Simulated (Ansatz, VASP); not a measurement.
## Cd: VASP beside Ansatz

```xyz
2
Lattice="0.0000 3.3678 3.3678 3.3678 0.0000 3.3678 3.3678 3.3678 0.0000" Properties=species:S:1:pos:R:3 pbc="T T T"
Cd    0.0000    0.0000    0.0000
Cd    1.6839    1.6839    1.6839
```

Alike in both runs: task relaxation of cell and atoms; functional PBE; k mesh 14 × 14 × 14; occupations gaussian, width 0.1 eV; no spin polarisation.

|  | VASP | Ansatz |
| --- | --- | --- |
| version | VASP 6.6.1 | Ansatz 0.2.0 |
| potentials or method | VASP PAW PBE potentials, release 64 (Cd), cutoff 600 eV | scalar-relativistic, plane waves, PAW |
| valence electrons in the cell | 24 | 40 |

VASP gave:

```
gap on the k mesh at the Fermi level, each at its own relaxed structure (eV) : none
relaxed volume (Å³/atom)                                                     : 37.58
relaxed length of the cell vector where the two differ most in proportion (Å)              : 4.737
```

Task: Which values does Ansatz return?

Result: gap on the k mesh at the Fermi level, each at its own relaxed structure (eV): none; relaxed volume (Å³/atom): 37.25; relaxed length of the cell vector where the two differ most in proportion (Å): 4.723.

A gap of «none» marks a metal or a gap that the smearing closes. VASP's potentials hold 24 valence electrons a cell and Ansatz's 40, so a difference there can come from the potentials and not from the codes.
